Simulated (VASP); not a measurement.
# SrScH6 (Pm) in VASP: single point with PBE

Aim: the single point of SrScH6 with PBE.

Program: VASP 6.6.1. These are calculated values, not measurements. Logs are shortened: lines on timing, memory, paths and dates and some standing lists are left out, and cuts for length are marked.

## (1) The cell of the first run

Symmetry: Pm, No. 6, monoclinic system. The conventional cell has a = 3.652 Å, b = 3.626 Å, c = 5.577 Å, α = 90.00°, β = 91.65°, γ = 90.00°. Sr (site symmetry m) has 13 H at 2.41 to 2.67 Å within 3.2 Å. Within 2.7 Å of Sc (site symmetry m) lie 11 H at 2.03 to 2.32 Å. H (site symmetry m) has 2 Sc at 2.03 to 2.07 Å and 9 H at 2.05 to 2.69 Å and 2 Sr at 2.57 Å within 2.7 Å. Within 2.8 Å of H (site symmetry m) lie 1 Sc at 2.09 Å and 6 H at 2.13 to 2.62 Å and 4 Sr at 2.64 to 2.67 Å. H (site symmetry m) has 1 H at 0.98 Å within 1.3 Å. H (site symmetry m) has 2 Sc at 2.09 to 2.32 Å and 7 H at 2.17 to 2.62 Å and 2 Sr at 2.41 Å within 2.8 Å. H (site symmetry m) has 6 H at 2.01 to 2.62 Å and 2 Sc at 2.17 Å and 2 Sr at 2.43 to 2.47 Å within 2.7 Å. H (site symmetry m) has 1 H at 0.98 Å within 1.3 Å.

## (2) Single point, PBE

INCAR reads:

```
PREC = Accurate ; ENCUT = 520
EDIFF = 1E-6 ; ISMEAR = 0
SIGMA = 0.1 ; LREAL = F
LASPH = T ; NELM = 100
ALGO = Normal ; ISIF = 2
LWAVE = F ; LCHARG = F
GGA = PE ; NBANDS = 24
```

KPOINTS reads:

```
Automatic mesh
0
Gamma
  10 10 8
```

POSCAR reads:

```
SrScH6
1.0
    3.6519257237      0.0000000000      0.0042219133
    0.0000000000      3.6257985826      0.0000000000
   -0.1668363823      0.0000000000      5.5741613900
Sr Sc H
1 1 6
Direct
    0.0451332977      0.5000000000      0.9492953503
    0.5211722262      0.0000000000      0.4550844497
    0.0350523764      0.0000000000      0.6227451647
    0.5344605415      0.0000000000      0.8295754973
    0.4897103445      0.5000000000      0.6302899345
    0.0484684062      0.0000000000      0.2338692408
    0.5664476630      0.5000000000      0.2427598856
    0.2595551444      0.5000000000      0.5363804767
```

Potentials or basis: VASP PAW PBE potentials, release 64 (Sr_sv, Sc_sv, H).

Run with:

```
$ cat potpaw_PBE.64/Sr_sv/POTCAR potpaw_PBE.64/Sc_sv/POTCAR potpaw_PBE.64/H/POTCAR > POTCAR
$ mpirun -np 1 vasp_std > vasp.out
```

OUTCAR:

```text
PREC = Accurate
   ENCUT = 520
   EDIFF = 1E-6
   ISMEAR = 0
   LREAL = F
   LASPH = T
   NELM = 100
   ISIF = 2
   GGA = PE

 ion  position               nearest neighbor table
   1  0.045  0.500  0.949-   6 2.41   6 2.41   7 2.43   5 2.44   8 2.45   7 2.47   3 2.57   3 2.57
                             4 2.64   4 2.64   5 2.66   4 2.67   4 2.67   2 3.74   2 3.74   2 3.77
   2  0.521  0.000  0.455-   3 2.03   5 2.06   5 2.06   3 2.07   4 2.09   6 2.09   8 2.10   8 2.10
                             1 3.74   1 3.74   1 3.77   1 3.77   1 3.77   1 3.77   1 3.90   1 3.90
   3  0.035  0.000  0.623-   2 2.03   2 2.07   1 2.57   1 2.57
   4  0.534  0.000  0.830-   2 2.09   1 2.64   1 2.64   1 2.67   1 2.67
   5  0.490  0.500  0.630-   2 2.06   2 2.06   1 2.44   1 2.66
   6  0.048  0.000  0.234-   2 2.09   1 2.41   1 2.41
   7  0.566  0.500  0.243-   1 2.43   1 2.47
   8  0.260  0.500  0.536-   2 2.10   2 2.10   1 2.45

  LATTYP: Found a simple monoclinic cell.
 ALAT       =     3.6519281641
 B/A-ratio  =     0.9928449903
 C/A-ratio  =     1.5270447043
 COS(beta)  =    -0.0287613332

  Lattice vectors:

 A1 = (   3.6519257237,   0.0000000000,   0.0042219133)
 A2 = (   0.0000000000,   3.6257985826,   0.0000000000)
 A3 = (  -0.1668363823,   0.0000000000,   5.5741613900)

Analysis of symmetry for initial positions (statically):
=====================================================================
 Subroutine PRICEL returns:
 Original cell was already a primitive cell.

 Routine SETGRP: Setting up the symmetry group for a
 simple monoclinic supercell.

 Subroutine GETGRP returns: Found  2 space group operations
 (whereof  2 operations were pure point group operations)
 out of a pool of  4 trial point group operations.

The static configuration has the point symmetry C_1h.

Analysis of symmetry for dynamics (positions and initial velocities):
=====================================================================
 Subroutine PRICEL returns:
 Original cell was already a primitive cell.

 Routine SETGRP: Setting up the symmetry group for a
 simple monoclinic supercell.

 Subroutine GETGRP returns: Found  2 space group operations
 (whereof  2 operations were pure point group operations)
 out of a pool of  4 trial point group operations.

The dynamic configuration has the point symmetry C_1h.

 Subroutine INISYM returns: Found  2 space group operations
 (whereof  2 operations are pure point group operations),
 and found     1 'primitive' translations

----------------------------------------------------------------------------------------

                                     Primitive cell

  volume of cell :      73.8108

  direct lattice vectors                    reciprocal lattice vectors
     3.651925724  0.000000000  0.004221913     0.273818658  0.000000000  0.008195477
     0.000000000  3.625798583  0.000000000     0.000000000  0.275801310  0.000000000
    -0.166836382  0.000000000  5.574161390    -0.000207392  0.000000000  0.179392976

  length of vectors
     3.651928164  3.625798583  5.576657563     0.273941277  0.275801310  0.179393096

  position of ions in fractional coordinates (direct lattice)
     0.045133298  0.500000000  0.949295350
     0.521172226  0.000000000  0.455084450
     0.035052376  0.000000000  0.622745165
     0.534460542  0.000000000  0.829575497
     0.489710344  0.500000000  0.630289934
     0.048468406  0.000000000  0.233869241
     0.566447663  0.500000000  0.242759886
     0.259555144  0.500000000  0.536380477

  ion indices of the primitive-cell ions
   primitive index   ion index
                 1           1
                 2           2
                 3           3
                 4           4
                 5           5
                 6           6
                 7           7
                 8           8

----------------------------------------------------------------------------------------

 KPOINTS: Automatic mesh

Automatic generation of k-mesh.
 Grid dimensions read from file:
 generate k-points for:   10   10    8

 Generating k-lattice:

  Cartesian coordinates                     Fractional coordinates (reciprocal lattice)
     0.027381866  0.000000000  0.000819548     0.100000000  0.000000000 -0.000000000
     0.000000000  0.027580131  0.000000000     0.000000000  0.100000000  0.000000000
    -0.000025924  0.000000000  0.022424122    -0.000000000  0.000000000  0.125000000

  Length of vectors
     0.027394128  0.027580131  0.022424137

  Shift w.r.t. Gamma in fractional coordinates (k-lattice)
     0.000000000  0.000000000  0.000000000

 Subroutine IBZKPT returns following result:
 ===========================================

 Found    252 irreducible k-points:

 Following reciprocal coordinates:
            Coordinates               Weight
  0.000000  0.000000  0.000000      1.000000
  0.100000  0.000000  0.000000      2.000000
  0.200000  0.000000  0.000000      2.000000
  0.300000  0.000000  0.000000      2.000000
  0.400000  0.000000  0.000000      2.000000
  0.500000  0.000000 -0.000000      1.000000
[... 16 lines left out ...]
  0.400000  0.300000  0.000000      4.000000
  0.500000  0.300000 -0.000000      2.000000
 [... further k-points ...]
   k-points           NKPTS =    252   k-points in BZ     NKDIM =    252   number of bands    NBANDS=     24
   number of dos      NEDOS =    301   number of ions     NIONS =      8
   total plane-waves  NPLWV =  32928
   dimension x,y,z NGX =    28 NGY =   28 NGZ =   42
   dimension x,y,z NGXF=    56 NGYF=   56 NGZF=   84
   ions per type =               1   1   6
   NGX,Y,Z   is equivalent  to a cutoff of  12.75, 12.84, 12.52 a.u.
   NGXF,Y,Z  is equivalent  to a cutoff of  25.49, 25.68, 25.04 a.u.
 SYSTEM =  unknown system
   PREC   = accura    normal or accurate (medium, high low for compatibility)
   ISTART =      0    job   : 0-new  1-cont  2-samecut
   ICHARG =      2    charge: 1-file 2-atom 10-const
   ISPIN  =      1    spin polarized calculation?
   LNONCOLLINEAR =      F non collinear calculations
   LSORBIT =      F    spin-orbit coupling
   LASPH  =      T    aspherical Exc in radial PAW
   ENCUT  =  520.0 eV  38.22 Ry    6.18 a.u.   6.79  6.74 10.37*2*pi/ulx,y,z
   NELM   =    100;   NELMIN=  2; NELMDL= -5     # of ELM steps
   EDIFF  = 0.1E-05   stopping-criterion for ELM
   LREAL  =      F    real-space projection
   EDIFFG = 0.1E-04   stopping-criterion for IOM
   NSW    =      0    number of steps for IOM
   IBRION =     -1    ionic relax: 0-MD 1-quasi-New 2-CG
   NFREE  =      0    steps in history (QN), initial steepest desc. (CG)
   ISIF   =      2    stress and relaxation
   ISYM   =      2    0-nonsym 1-usesym 2-fastsym
   POTIM  = 0.5000    time-step for ionic-motion
   TEBEG  =    0.0;   TEEND  =   0.0 temperature during run
   PSTRESS=    0.0 pullay stress
   NELECT =      27.0000    total number of electrons
   NUPDOWN=      -1.0000    fix difference up-down
   EMIN   =  10.00;   EMAX   =-10.00  energy-range for DOS
   EFERMI =   0.00;   METHOD = LEGACY
   ISMEAR =     0;   SIGMA  =   0.10  broadening in eV -4-tet -1-fermi 0-gaus
   EFERMI_NEDOS =   21; number of points for ismear=-14 and -15
   IALGO  =     38    algorithm
   IMIX   =      4    mixing-type and parameters
     AMIX     =   0.40;   BMIX     =  1.00
     AMIX_MAG =   1.60;   BMIX_MAG =  1.00
  volume/ion in A,a.u.               =       9.23        62.26
  Fermi-wavevector in a.u.,A,eV,Ry     =   1.170818  2.212525 18.651065  1.370815
  Thomas-Fermi vector in A             =   2.307271
   LORBIT       =      0    0 simple, 1 ext, 2 COOP (PROOUT), +10 PAW based schemes
   GGA     = PE    functional components
   LHFCALC =     F    Hartree Fock is set to
   AEXX    =    0.0000 exact exchange contribution
   IVDW    =     0    specifies the selected vdW correction
   LEPSILON=     F    determine dielectric tensor
   LRPA    =     F    only Hartree local field effects (RPA)
 non-spin polarized calculation
 Gauss-broadening in eV      SIGMA  =   0.10
  energy-cutoff  :      520.00
  volume of cell :       73.81
 maximum number of plane-waves:      2014
   NGX = 13   NGY = 13   NGZ = 21

 number of electron      26.9999999 magnetization

 Free energy of the ion-electron system (eV)
  ---------------------------------------------------
  ext. energy  EPLUGINS =         0.00000000
  ---------------------------------------------------
  free energy    TOTEN  =       -30.72631907 eV

  energy without entropy =      -30.72370620  energy(sigma->0) =      -30.72501264

 E-fermi :   3.1194     XC(G=0):  -9.7179

 val. band max:        3.0991811674   @ k =   0.1000   0.4000   0.5000
 cond. band min:       3.1303062821   @ k =   0.0000   0.4000   0.1250
 fundamental gap:      0.0311251147
 Fermi energy:         3.1194177610

 k-point     1 :       0.0000    0.0000    0.0000
  band No.  band energies     occupation
      1     -46.6855      2.00000
      2     -32.0502      2.00000
      3     -25.3956      2.00000
      4     -25.3544      2.00000
      5     -25.1657      2.00000
      6     -14.2189      2.00000
[... 16 lines left out ...]
     23       9.2611      0.00000
     24       9.9356      0.00000

 k-point     2 :       0.1000    0.0000    0.0000
  band No.  band energies     occupation
      1     -46.6850      2.00000
      2     -32.0465      2.00000
      3     -25.3953      2.00000
      4     -25.3538      2.00000
      5     -25.1735      2.00000
      6     -14.2110      2.00000
[... 16 lines left out ...]
     23       8.8675      0.00000
     24       9.7362      0.00000

 k-point     3 :       0.2000    0.0000    0.0000
  band No.  band energies     occupation
      1     -46.6836      2.00000
      2     -32.0366      2.00000
      3     -25.3949      2.00000
      4     -25.3523      2.00000
      5     -25.1936      2.00000
      6     -14.2062      2.00000
[... 16 lines left out ...]
     23       8.7227      0.00000
     24       9.6151      0.00000
[... 514 lines left out ...]
 k-point    23 :       0.4000    0.3000    0.0000
  band No.  band energies     occupation
      1     -46.6759      2.00000
      2     -31.9877      2.00000
      3     -25.4279      2.00000
      4     -25.3849      2.00000
      5     -25.2282      2.00000
      6     -14.4059      2.00000
[... 16 lines left out ...]
     23       9.1169      0.00000
     24      10.3684      0.00000

 k-point    24 :       0.5000    0.3000   -0.0000
  band No.  band energies     occupation
      1     -46.6753      2.00000
      2     -31.9840      2.00000
      3     -25.4272      2.00000
      4     -25.3858      2.00000
      5     -25.2345      2.00000
      6     -14.4532      2.00000
[... 16 lines left out ...]
     23       9.1615      0.00000
     24      10.1968      0.00000

 [... further k-points ...]
[... 5 lines left out ...]
  --------------------------------------------------------------------------------------
  -------------------------------------------------------------------------------------
  Total        0.0434520      0.0659358      0.0640856      0.0000000      0.0000000     -0.0025963
  in kB        0.9431928      1.4312382      1.3910755      0.0000000      0.0000000     -0.0563560
  external PRESSURE =       1.2551689 kB  Pullay stress =       0.0000000 kB

 VOLUME and BASIS-vectors are now :
 -----------------------------------------------------------------------------
  energy-cutoff  :      520.00
  volume of cell :       73.81
      direct lattice vectors                 reciprocal lattice vectors
     3.651925724  0.000000000  0.004221913     0.273818658  0.000000000  0.008195477
     0.000000000  3.625798583  0.000000000     0.000000000  0.275801310  0.000000000
    -0.166836382  0.000000000  5.574161390    -0.000207392  0.000000000  0.179392976

 POSITION                                       TOTAL-FORCE (eV/Angst)
 -----------------------------------------------------------------------------------
      0.00645      1.81290      5.29172        -0.001191      0.000000      0.010594
      1.82736      0.00000      2.53891         0.012357      0.000000     -0.015952
      0.02411      0.00000      3.47143        -0.002997      0.000000     -0.001502
      1.81341      0.00000      4.62644        -0.000313      0.000000      0.006474
      1.68323      1.81290      3.51541         0.001246      0.000000     -0.003297
      0.13799      0.00000      1.30383        -0.008753      0.000000      0.002969
      2.02812      1.81290      1.35557         0.000608      0.000000     -0.000202
      0.85839      1.81290      2.99097        -0.000958      0.000000      0.000916
 -----------------------------------------------------------------------------------
    total drift:                                0.000369     -0.000000     -0.000183

  FREE ENERGIE OF THE ION-ELECTRON SYSTEM (eV)
  ---------------------------------------------------
  free  energy   TOTEN  =       -30.7263190697 eV

  energy  without entropy=      -30.7237062030  energy(sigma->0) =      -30.72501264
```

Run time: 6.8 min. Hardware: 1 thread of Intel Xeon 6975P-C, shared host; peak memory 0.53 GiB.

Results:

- Free energy: -30.7263 eV
- Pressure: 0.1 GPa
- Largest force: 0.020 eV/Å

Forces on the atoms (eV/Å):
```
Sr  -0.001  0.000  0.011
Sc   0.012  0.000 -0.016
H   -0.003  0.000 -0.002
H    0.000  0.000  0.006
H    0.001  0.000 -0.003
H   -0.009  0.000  0.003
H    0.001  0.000  0.000
H   -0.001  0.000  0.001
```
